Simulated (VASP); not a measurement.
# Hf (P6_3/mmc) in VASP: further runs

The runs below take Hf through single point, relaxation of cell and atoms, with PBEsol.

Everything below comes from runs of VASP 6.6.1. Logs are shortened: lines on timing, memory, paths and dates and some standing lists are left out, and cuts for length are marked.

## (1) The cell of the first run

It takes space group P6_3/mmc (No. 194, hexagonal). The conventional cell has a = 3.161 Å, b = 3.161 Å, c = 5.002 Å, α = 90.00°, β = 90.00°, γ = 120.00°. Within 4.1 Å of Hf (site symmetry -6m2) lie 12 Hf at 3.10 to 3.16 Å.

## (2) Single point, PBEsol

INCAR reads:

```
SYSTEM = Hf
PREC     = Accurate       ! precision mode
ENCUT    = 520            ! plane-wave cutoff, eV
EDIFF    = 1E-7           ! SCF threshold, eV
ISMEAR   = -1             ! smearing method
SIGMA    = 0.05           ! smearing width, eV
LREAL    = .False.        ! projectors in reciprocal space
LASPH    = .True.         ! aspherical terms in the spheres
NELM     = 100            ! most SCF steps
ALGO     = Normal         ! electronic algorithm
ISIF     = 2              ! what is computed and relaxed
LWAVE    = .False.        ! write WAVECAR
LCHARG   = .False.        ! write CHGCAR
GGA      = PS             ! functional
NBANDS   = 17             ! bands
```

KPOINTS reads:

```
regular mesh
0
Gamma
  8 8 5
  0 0 0
```

POSCAR reads:

```
Hf
1.0
    3.1606943776      0.0000000000      0.0000000000
   -1.5803471888      2.7372416246      0.0000000000
    0.0000000000      0.0000000000      5.0015867152
Hf
2
Direct
    0.3333333333      0.6666666667      0.2500000000
    0.6666666667      0.3333333333      0.7500000000
```

Potentials or basis: VASP PAW PBE potentials, release 64 (Hf_pv).

Launch:

```bash
cat potpaw_PBE.64/Hf_pv/POTCAR > POTCAR
mpirun -np 1 vasp_std > vasp.out
```

OUTCAR:

```text
SYSTEM = Hf
   PREC = Accurate
   ENCUT = 520
   EDIFF = 1E-7
   ISMEAR = -1
   LREAL = .False.
   LASPH = .True.
   NELM = 100
   ISIF = 2
   GGA = PS

 ion  position               nearest neighbor table
   1  0.333  0.667  0.250-   2 3.10   2 3.10   2 3.10   2 3.10   2 3.10   2 3.10
   2  0.667  0.333  0.750-   1 3.10   1 3.10   1 3.10   1 3.10   1 3.10   1 3.10

  LATTYP: Found a hexagonal cell.
 ALAT       =     3.1606943776
 C/A-ratio  =     1.5824328827

  Lattice vectors:

 A1 = (   3.1606943776,   0.0000000000,   0.0000000000)
 A2 = (  -1.5803471888,   2.7372416246,   0.0000000000)
 A3 = (   0.0000000000,   0.0000000000,   5.0015867152)

Analysis of symmetry for initial positions (statically):
=====================================================================
 Subroutine PRICEL returns:
 Original cell was already a primitive cell.

 Routine SETGRP: Setting up the symmetry group for a
 hexagonal supercell.

 Subroutine GETGRP returns: Found 24 space group operations
 (whereof 12 operations were pure point group operations)
 out of a pool of 24 trial point group operations.

The static configuration has the point symmetry D_3d.
 The point group associated with its full space group is D_6h.

Analysis of symmetry for dynamics (positions and initial velocities):
=====================================================================
 Subroutine PRICEL returns:
 Original cell was already a primitive cell.

 Routine SETGRP: Setting up the symmetry group for a
 hexagonal supercell.

 Subroutine GETGRP returns: Found 24 space group operations
 (whereof 12 operations were pure point group operations)
 out of a pool of 24 trial point group operations.

The dynamic configuration has the point symmetry D_3d.
 The point group associated with its full space group is D_6h.

 Subroutine INISYM returns: Found 24 space group operations
 (whereof 12 operations are pure point group operations),
 and found     1 'primitive' translations

----------------------------------------------------------------------------------------

                                     Primitive cell

  volume of cell :      43.2716

  direct lattice vectors                    reciprocal lattice vectors
     3.160694378  0.000000000  0.000000000     0.316386174  0.182665642  0.000000000
    -1.580347189  2.737241625  0.000000000     0.000000000  0.365331285  0.000000000
     0.000000000  0.000000000  5.001586715     0.000000000  0.000000000  0.199936552

  length of vectors
     3.160694378  3.160694378  5.001586715     0.365331285  0.365331285  0.199936552

  position of ions in fractional coordinates (direct lattice)
     0.333333333  0.666666667  0.250000000
     0.666666667  0.333333333  0.750000000

  ion indices of the primitive-cell ions
   primitive index   ion index
                 1           1
                 2           2

----------------------------------------------------------------------------------------

 KPOINTS: regular mesh

Automatic generation of k-mesh.
 Grid dimensions read from file:
 generate k-points for:    8    8    5

 Generating k-lattice:

  Cartesian coordinates                     Fractional coordinates (reciprocal lattice)
     0.039548272  0.022833205  0.000000000     0.125000000  0.000000000  0.000000000
     0.000000000  0.045666411  0.000000000     0.000000000  0.125000000  0.000000000
     0.000000000  0.000000000  0.039987310     0.000000000  0.000000000  0.200000000

  Length of vectors
     0.045666411  0.045666411  0.039987310

  Shift w.r.t. Gamma in fractional coordinates (k-lattice)
     0.000000000  0.000000000  0.000000000

 Subroutine IBZKPT returns following result:
 ===========================================

 Found     30 irreducible k-points:

 Following reciprocal coordinates:
            Coordinates               Weight
  0.000000  0.000000  0.000000      1.000000
  0.125000  0.000000  0.000000      6.000000
  0.250000  0.000000  0.000000      6.000000
  0.375000  0.000000  0.000000      6.000000
  0.500000  0.000000  0.000000      3.000000
  0.125000  0.125000  0.000000      6.000000
[... 16 lines left out ...]
  0.250000  0.000000  0.400000     12.000000
  0.375000  0.000000  0.400000     12.000000
 [... further k-points ...]
   k-points           NKPTS =     30   k-points in BZ     NKDIM =     30   number of bands    NBANDS=     17
   number of dos      NEDOS =    301   number of ions     NIONS =      2
   total plane-waves  NPLWV =  23040
   dimension x,y,z NGX =    24 NGY =   24 NGZ =   40
   dimension x,y,z NGXF=    48 NGYF=   48 NGZF=   80
   ions per type =               2
   NGX,Y,Z   is equivalent  to a cutoff of  12.62, 12.62, 13.30 a.u.
   NGXF,Y,Z  is equivalent  to a cutoff of  25.25, 25.25, 26.59 a.u.
 SYSTEM =  Hf
   PREC   = accura    normal or accurate (medium, high low for compatibility)
   ISTART =      0    job   : 0-new  1-cont  2-samecut
   ICHARG =      2    charge: 1-file 2-atom 10-const
   ISPIN  =      1    spin polarized calculation?
   LNONCOLLINEAR =      F non collinear calculations
   LSORBIT =      F    spin-orbit coupling
   LASPH  =      T    aspherical Exc in radial PAW
   ENCUT  =  520.0 eV  38.22 Ry    6.18 a.u.   5.88  5.88  9.30*2*pi/ulx,y,z
   NELM   =    100;   NELMIN=  2; NELMDL= -5     # of ELM steps
   EDIFF  = 0.1E-06   stopping-criterion for ELM
   LREAL  =      F    real-space projection
   EDIFFG = 0.1E-05   stopping-criterion for IOM
   NSW    =      0    number of steps for IOM
   IBRION =     -1    ionic relax: 0-MD 1-quasi-New 2-CG
   NFREE  =      0    steps in history (QN), initial steepest desc. (CG)
   ISIF   =      2    stress and relaxation
   ISYM   =      2    0-nonsym 1-usesym 2-fastsym
   POTIM  = 0.5000    time-step for ionic-motion
   TEBEG  =    0.0;   TEEND  =   0.0 temperature during run
   PSTRESS=    0.0 pullay stress
   NELECT =      20.0000    total number of electrons
   NUPDOWN=      -1.0000    fix difference up-down
   EMIN   =  10.00;   EMAX   =-10.00  energy-range for DOS
   EFERMI =   0.00;   METHOD = LEGACY
   ISMEAR =    -1;   SIGMA  =   0.05  broadening in eV -4-tet -1-fermi 0-gaus
   EFERMI_NEDOS =   21; number of points for ismear=-14 and -15
   IALGO  =     38    algorithm
   IMIX   =      4    mixing-type and parameters
     AMIX     =   0.40;   BMIX     =  1.00
     AMIX_MAG =   1.60;   BMIX_MAG =  1.00
  volume/ion in A,a.u.               =      21.64       146.01
  Fermi-wavevector in a.u.,A,eV,Ry     =   1.265757  2.391934 21.798450  1.602141
  Thomas-Fermi vector in A             =   2.398993
   LORBIT       =      0    0 simple, 1 ext, 2 COOP (PROOUT), +10 PAW based schemes
   GGA     = PS    functional components
   LHFCALC =     F    Hartree Fock is set to
   AEXX    =    0.0000 exact exchange contribution
   IVDW    =     0    specifies the selected vdW correction
   LEPSILON=     F    determine dielectric tensor
   LRPA    =     F    only Hartree local field effects (RPA)
 non-spin polarized calculation
  energy-cutoff  :      520.00
  volume of cell :       43.27
 maximum number of plane-waves:      1180
 NGX is ok and might be reduce to    24
   NGX = 11   NGY = 11   NGZ = 19

 number of electron      19.9999996 magnetization

 Free energy of the ion-electron system (eV)
  ---------------------------------------------------
  ext. energy  EPLUGINS =         0.00000000
  ---------------------------------------------------
  free energy    TOTEN  =       -21.01577089 eV

  energy without entropy =      -21.00392321  energy(sigma->0) =      -21.00984705

 E-fermi :   5.0442     XC(G=0): -11.5452

 val. band max:        4.9655323091   @ k =   0.0000   0.0000   0.4000
 cond. band min:       5.1035632654   @ k =   0.2500   0.2500   0.4000
 fundamental gap:      0.1380309563
 Fermi energy:         5.0442022971

 k-point     1 :       0.0000    0.0000    0.0000
  band No.  band energies     occupation
      1     -26.0224      2.00000
      2     -25.1823      2.00000
      3     -25.1823      2.00000
      4     -25.0465      2.00000
      5     -25.0393      2.00000
      6     -25.0393      2.00000
[... 9 lines left out ...]
     16       7.6790      0.00000
     17      10.4971      0.00000

 k-point     2 :       0.1250    0.0000    0.0000
  band No.  band energies     occupation
      1     -25.9777      2.00000
      2     -25.2771      2.00000
      3     -25.2137      2.00000
      4     -25.1386      2.00000
      5     -25.0674      2.00000
      6     -25.0521      2.00000
[... 9 lines left out ...]
     16       7.4632      0.00000
     17      10.8362      0.00000

 k-point     3 :       0.2500    0.0000    0.0000
  band No.  band energies     occupation
      1     -25.8569      2.00000
      2     -25.5059      2.00000
      3     -25.3653      2.00000
      4     -25.2852      2.00000
      5     -25.1302      2.00000
      6     -25.0865      2.00000
[... 9 lines left out ...]
     16       8.6918      0.00000
     17      11.3414      0.00000

 k-point     4 :       0.3750    0.0000    0.0000
  band No.  band energies     occupation
      1     -25.7331      2.00000
      2     -25.7017      2.00000
      3     -25.5766      2.00000
      4     -25.3527      2.00000
      5     -25.2269      2.00000
      6     -25.1236      2.00000
[... 9 lines left out ...]
     16      10.3714      0.00000
     17      11.6248      0.00000
[... 343 lines left out ...]
      1     -25.7012      2.00000
      2     -25.4431      2.00000
      3     -25.2042      2.00000
      4     -25.1583      2.00000
      5     -25.1398      2.00000
      6     -25.1084      2.00000
[... 9 lines left out ...]
     16       9.3528      0.00000
     17      10.3511      0.00000

 k-point    23 :       0.2500    0.0000    0.4000
  band No.  band energies     occupation
      1     -25.7398      2.00000
      2     -25.5979      2.00000
      3     -25.3238      2.00000
      4     -25.2174      2.00000
      5     -25.2055      2.00000
      6     -25.1560      2.00000
[... 9 lines left out ...]
     16       9.4868      0.00000
     17      10.3680      0.00000

 k-point    24 :       0.3750    0.0000    0.4000
  band No.  band energies     occupation
      1     -25.8577      2.00000
      2     -25.7853      2.00000
      3     -25.3510      2.00000
      4     -25.2747      2.00000
      5     -25.2356      2.00000
      6     -25.2039      2.00000
[... 9 lines left out ...]
     16      10.4388      0.00000
     17      10.9025      0.00000

 [... further k-points ...]
[... 5 lines left out ...]
  --------------------------------------------------------------------------------------
  -------------------------------------------------------------------------------------
  Total       -0.0874252     -0.0874252     -0.1196675     -0.0000000      0.0000000      0.0000000
  in kB       -3.2370087     -3.2370087     -4.4308123     -0.0000000      0.0000000      0.0000000
  external PRESSURE =      -3.6349433 kB  Pullay stress =       0.0000000 kB

 VOLUME and BASIS-vectors are now :
 -----------------------------------------------------------------------------
  energy-cutoff  :      520.00
  volume of cell :       43.27
      direct lattice vectors                 reciprocal lattice vectors
     3.160694378  0.000000000  0.000000000     0.316386174  0.182665642  0.000000000
    -1.580347189  2.737241625  0.000000000     0.000000000  0.365331285  0.000000000
     0.000000000  0.000000000  5.001586715     0.000000000  0.000000000  0.199936552

 POSITION                                       TOTAL-FORCE (eV/Angst)
 -----------------------------------------------------------------------------------
     -0.00000      1.82483      1.25040         0.000000     -0.000000      0.000000
      1.58035      0.91241      3.75119        -0.000000      0.000000      0.000000
 -----------------------------------------------------------------------------------
    total drift:                               -0.000000      0.000000     -0.000000

  FREE ENERGIE OF THE ION-ELECTRON SYSTEM (eV)
  ---------------------------------------------------
  free  energy   TOTEN  =       -21.0157708926 eV

  energy  without entropy=      -21.0039232055  energy(sigma->0) =      -21.00984705
```

It took 17 s on 1 thread of Intel Xeon Platinum 8124M at 3.00GHz (Skylake/Cascade Lake), shared host; peak memory 0.16 GiB.

Results:

```
Free energy            : -21.0158 eV
Pressure               : -0.4 GPa
Band gap on the k mesh : zero (band 10 reaches 6.17 eV, above the bottom of band 11 at 4.71 eV)
```

Levels at points of the mesh, in eV from the Fermi level:
```
           k point  band 6  band 7  band 8  band 9  band 10  band 11  band 12  band 13  band 14  band 15
(0.00, 0.00, 0.00)  -30.08   -7.55   -3.87    0.74     1.12     1.12     1.41     1.98     1.98     2.63
(0.50, 0.00, 0.00)  -30.18   -3.47   -2.93   -2.39    -0.78     0.71     0.85     1.68     6.06     6.60
```

Caveat: the PAW data sets were made with another functional, which shifts forces and pressure a little; spin-orbit coupling is left out, which moves the levels of the heavy elements.

## (3) Relaxation of cell and atoms, PBEsol

This run uses another cell than the first one, of 22.38 Å³/atom, 1.034 times its volume.

INCAR reads:

```
PREC = Accurate ; ENCUT = 600
EDIFF = 1E-7 ; ISMEAR = -1
SIGMA = 0.05 ; LREAL = False
LASPH = True ; NELM = 80
ALGO = Normal ; ISIF = 3
LWAVE = False ; LCHARG = False
GGA = PS ; IBRION = 2
NSW = 80 ; EDIFFG = -0.01
```

KPOINTS reads:

```
Automatic mesh
0
Gamma
  8 8 5
```

POSCAR reads:

```
Hf
1.0
    3.1967000000      0.0000000000      0.0000000000
   -1.5983500000      2.7684234083      0.0000000000
    0.0000000000      0.0000000000      5.0578000000
Hf
2
Direct
    0.3333330000      0.6666670000      0.2500000000
    0.6666670000      0.3333330000      0.7500000000
```

Potentials or basis: VASP PAW PBE potentials, release 64 (Hf_pv).

Launch:

```bash
cat potpaw_PBE.64/Hf_pv/POTCAR > POTCAR
mpirun -np 1 vasp_std > vasp.out
```

Run time: 42 s. Hardware: 1 thread of Intel Xeon Platinum 8124M at 3.00GHz (Skylake/Cascade Lake), shared host; peak memory 0.19 GiB.

The run converged. Its results:

```yaml
Free_energy: -21.0165 eV
Relaxed_volume: 21.58 Å³/atom
Relaxed_cell: a = 3.159 Å, b = 3.159 Å, c = 4.993 Å, α = 90.00°, β = 90.00°, γ = 120.00°
Space_group_after_relaxing_to_0.05_Å: P6_3/mmc (No. 194)
Energy_gained_by_relaxing: 10.5 meV/atom
Ionic_steps: 3
Pressure_after_relaxing: 0.0 GPa
Band_gap_on_the_k_mesh: zero (band 10 reaches 6.18 eV, above the bottom of band 11 at 4.73 eV)
```

Stress tensor (GPa, compression positive):
```
-0.07  0.00  0.00
 0.00 -0.07  0.00
 0.00  0.00  0.00
```

The path:
```tsv
step	energy change (eV)	largest force (eV/Å)	pressure (GPa)	volume (Å³)
1	0.0000	0.0000	-4.03	44.76
2	0.0128	0.0000	5.78	41.21
3	-0.0210	0.0000	-0.05	43.16
```

Final structure:
```
CELL_PARAMETERS angstrom
3.15915 0.00000 0.00000
-1.57957 2.73590 0.00000
0.00000 0.00000 4.99329
ATOMIC_POSITIONS crystal
Hf 0.33333 0.66667 0.25000
Hf 0.66667 0.33333 0.75000
```

Levels at points of the mesh, in eV from the Fermi level:
| k point | band 6 | band 7 | band 8 | band 9 | band 10 | band 11 | band 12 | band 13 | band 14 |
| --- | --- | --- | --- | --- | --- | --- | --- | --- | --- |
| (0.00, 0.00, 0.00) | -30.08 | -7.56 | -3.88 | 0.75 | 1.12 | 1.12 | 1.42 | 1.98 | 1.98 |
| (0.50, 0.00, 0.00) | -30.18 | -3.47 | -2.94 | -2.40 | -0.78 | 0.70 | 0.86 | 1.69 | 6.07 |

Caveat: the PAW data sets were made with another functional, which shifts forces and pressure a little; spin-orbit coupling is left out, which moves the levels of the heavy elements.
